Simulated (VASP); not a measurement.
# As2S (P4/nmm) in VASP: notebook, part 2 of 2

VASP 6.6.1. The steps go on from the part before.

### Step 3. Relaxation of cell and atoms, r2SCAN

This run uses another cell than the first one, of 19.62 Å³/atom.

POSCAR reads:

```
As2S
1.0
    4.2570293928      0.0000000000      0.0000000000
    0.0000000000      4.2570293928      0.0000000000
    0.0000000000      0.0000000000      6.4953822725
As S
4 2
Direct
    0.0000000000      0.0000000000      0.0000000000
    0.5000000000      0.5000000000      0.0000000000
    0.0000000000      0.5000000000      0.2700000000
    0.5000000000      0.0000000000      0.7300000000
    0.0000000000      0.5000000000      0.7000000000
    0.5000000000      0.0000000000      0.3000000000
```

INCAR.step1 reads:

```
PREC = Accurate
ENCUT = 600
ISMEAR = 0
SIGMA = 0.1
LREAL = False
LASPH = True
NELM = 60
GGA = PE
ALGO = Normal
EDIFF = 1E-4
LWAVE = True
LCHARG = False
```

INCAR.step2 reads:

```
PREC = Accurate
ENCUT = 600
EDIFF = 1E-7
ISMEAR = 0
SIGMA = 0.1
LREAL = False
LASPH = True
NELM = 60
ALGO = Normal
ISIF = 3
LWAVE = False
LCHARG = False
METAGGA = R2SCAN
LMIXTAU = True
IBRION = 2
NSW = 90
EDIFFG = -0.04
ISTART = 1
```

KPOINTS reads:

```
regular mesh
0
Gamma
  4 4 4
```

Potentials or basis: VASP PAW PBE potentials, release 64 (As, S).

Started as:

```sh
$ cat potpaw_PBE.64/As/POTCAR potpaw_PBE.64/S/POTCAR > POTCAR
$ cp INCAR.step1 INCAR
$ mpirun -np 1 vasp_std > vasp.out
$ cp INCAR.step2 INCAR
$ mpirun -np 1 vasp_std > vasp.out
```

OUTCAR:

```text
PREC = Accurate
   ENCUT = 600
   EDIFF = 1E-7
   ISMEAR = 0
   LREAL = False
   LASPH = True
   NELM = 60
   ISIF = 3
   METAGGA = R2SCAN
   IBRION = 2
   NSW = 90
   EDIFFG = -0.04
   ISTART = 1

 ion  position               nearest neighbor table
   1  0.000  0.000  0.000-   3 2.76   4 2.76   3 2.76   4 2.76
   2  0.500  0.500  0.000-   3 2.76   4 2.76   4 2.76   3 2.76
   3  0.000  0.500  0.270-   1 2.76   2 2.76   1 2.76   2 2.76   5 2.79
   4  0.500  0.000  0.730-   1 2.76   2 2.76   2 2.76   1 2.76   6 2.79
   5  0.000  0.500  0.700-   3 2.79
   6  0.500  0.000  0.300-   4 2.79

  LATTYP: Found a simple tetragonal cell.
 ALAT       =     4.2570293928
 C/A-ratio  =     1.5258016032

  Lattice vectors:

 A1 = (   4.2570293928,   0.0000000000,   0.0000000000)
 A2 = (   0.0000000000,   4.2570293928,   0.0000000000)
 A3 = (   0.0000000000,   0.0000000000,   6.4953822725)

Analysis of symmetry for initial positions (statically):
=====================================================================
 Subroutine PRICEL returns:
 Original cell was already a primitive cell.

 Routine SETGRP: Setting up the symmetry group for a
 simple tetragonal supercell.

 Subroutine GETGRP returns: Found 16 space group operations
 (whereof  8 operations were pure point group operations)
 out of a pool of 16 trial point group operations.

The static configuration has the point symmetry D_2d.
 The point group associated with its full space group is D_4h.

Analysis of symmetry for dynamics (positions and initial velocities):
=====================================================================
 Subroutine PRICEL returns:
 Original cell was already a primitive cell.

 Routine SETGRP: Setting up the symmetry group for a
 simple tetragonal supercell.

 Subroutine GETGRP returns: Found 16 space group operations
 (whereof  8 operations were pure point group operations)
 out of a pool of 16 trial point group operations.

The dynamic configuration has the point symmetry D_2d.
[... 124 lines left out ...]
  Thomas-Fermi vector in A             =   2.195904
   LORBIT       =      0    0 simple, 1 ext, 2 COOP (PROOUT), +10 PAW based schemes
   METAGGA = R2SCAN    functional components
   LHFCALC =     F    Hartree Fock is set to
   AEXX    =    0.0000 exact exchange contribution
   IVDW    =     0    specifies the selected vdW correction
   LEPSILON=     F    determine dielectric tensor
   LRPA    =     F    only Hartree local field effects (RPA)
 conjugate gradient relaxation of ions
 non-spin polarized calculation
 Gauss-broadening in eV      SIGMA  =   0.10
  energy-cutoff  :      600.00
  volume of cell :      117.71
 maximum number of plane-waves:      3961
 NGX is ok and might be reduce to    36
   NGX = 17   NGY = 17   NGZ = 25

--------------------------------------- Ionic step        1  -------------------------------------------

 number of electron      32.0000000 magnetization

 Free energy of the ion-electron system (eV)
  ---------------------------------------------------
  ext. energy  EPLUGINS =         0.00000000
  ---------------------------------------------------
  free energy    TOTEN  =       -70.75693024 eV

  energy without entropy =      -70.73243129  energy(sigma->0) =      -70.74468076

------------------------ aborting loop because EDIFF is reached ----------------------------------------

  FORCE on cell =-STRESS in cart. coord.  units (eV):
  Direction    XX          YY          ZZ          XY          YZ          ZX
  --------------------------------------------------------------------------------------
  -------------------------------------------------------------------------------------
  Total        1.2064109      1.2064109     -1.8482984      0.0000000      0.0000000      0.0000000
  in kB       16.4205548     16.4205548    -25.1573359      0.0000000      0.0000000      0.0000000
  external PRESSURE =       2.5612579 kB  Pullay stress =       0.0000000 kB
[... 101 lines left out ...]
  FREE ENERGIE OF THE ION-ELECTRON SYSTEM (eV)
  ---------------------------------------------------
  free  energy   TOTEN  =       -71.3833262214 eV

  energy  without entropy=      -71.3673219632  energy(sigma->0) =      -71.37532409

[... ionic steps 4 to 12 ...]

--------------------------------------- Ionic step       13  -------------------------------------------

 number of electron      31.9999995 magnetization

------------------------ aborting loop because EDIFF is reached ----------------------------------------
[... 75 lines left out ...]
--------------------------------------- Ionic step       15  -------------------------------------------

 number of electron      31.9999996 magnetization

 Free energy of the ion-electron system (eV)
  ---------------------------------------------------
  ext. energy  EPLUGINS =         0.00000000
  ---------------------------------------------------
  free energy    TOTEN  =       -73.10136222 eV

  energy without entropy =      -73.09658844  energy(sigma->0) =      -73.09897533

 E-fermi :   4.5684     XC(G=0): -10.2978

 val. band max:        4.4414270413   @ k =   0.5000   0.5000   0.5000
 cond. band min:       4.5829236095   @ k =   0.2500   0.2500   0.0000
 fundamental gap:      0.1414965681
 Fermi energy:         4.5683632943

 k-point     1 :       0.0000    0.0000    0.0000
  band No.  band energies     occupation
      1     -11.1885      2.00000
      2      -9.2639      2.00000
      3      -7.2868      2.00000
      4      -5.7794      2.00000
      5      -5.7214      2.00000
      6      -3.2248      2.00000
[... 436 lines left out ...]
  FREE ENERGIE OF THE ION-ELECTRON SYSTEM (eV)
  ---------------------------------------------------
  free  energy   TOTEN  =       -73.1013622201 eV

  energy  without entropy=      -73.0965884415  energy(sigma->0) =      -73.09897533

 reached required accuracy - stopping structural energy minimisation
```

OUTCAR.step1:

```text
PREC = Accurate
   ENCUT = 600
   ISMEAR = 0
   LREAL = False
   LASPH = True
[... 644 lines left out ...]
      0.00000      2.12851      1.75375        -0.000000     -0.000000     -0.284943
      2.12851      0.00000      4.74163         0.000000      0.000000      0.284943
      0.00000      2.12851      4.54677         0.000000      0.000000     -0.680700
      2.12851      0.00000      1.94861         0.000000      0.000000      0.680700
 -----------------------------------------------------------------------------------
    total drift:                               -0.000000      0.000000      0.000000

  FREE ENERGIE OF THE ION-ELECTRON SYSTEM (eV)
  ---------------------------------------------------
  free  energy   TOTEN  =       -23.6824328732 eV

  energy  without entropy=      -23.6590114529  energy(sigma->0) =      -23.67072216
```

Wall time 21 min (1 thread of Intel Xeon 6975P-C (Granite Rapids), shared host); peak memory 0.31 GiB.

What came out:

- Free energy: -73.1014 eV
- Relaxed volume: 21.19 Å³/atom
- Relaxed cell: a = 4.950 Å, b = 4.950 Å, c = 5.189 Å, α = 90.00°, β = 90.00°, γ = 90.00°
- Space group after relaxing (to 0.1 Å): P4/nmm (No. 129)
- Pressure after relaxing: -0.2 GPa
- Largest force after relaxing: 0.035 eV/Å
- Band gap on the k mesh: zero (bands 16 and 17 overlap by 1.77 eV)

Forces in eV/Å, atoms in the order of the input:
```
As   0.000  0.000  0.000
As   0.000  0.000  0.000
As   0.000  0.000  0.035
As   0.000  0.000 -0.035
S    0.000  0.000 -0.018
S    0.000  0.000  0.018
```

Final structure:
```
As S
1.0
     4.94984    0.00000    0.00000
     0.00000    4.94984    0.00000
     0.00000    0.00000    5.18862
As S
4 2
Direct
  0.00000 0.00000 0.00000
  0.50000 0.50000 0.00000
  0.00000 0.50000 0.20629
  0.50000 0.00000 0.79371
  0.00000 0.50000 0.62383
  0.50000 0.00000 0.37617
```

Caveat: the k points lie up to 0.32 Å⁻¹ apart in the final cell, too coarse for converged energies and pressures of a metal; a cell axis changed by over 15 % at a fixed basis, so the end point is rough; the PAW data sets were made with another functional, which shifts forces and pressure a little.

The gap in the log of VASP goes by the Fermi energy; the results here count the filled bands.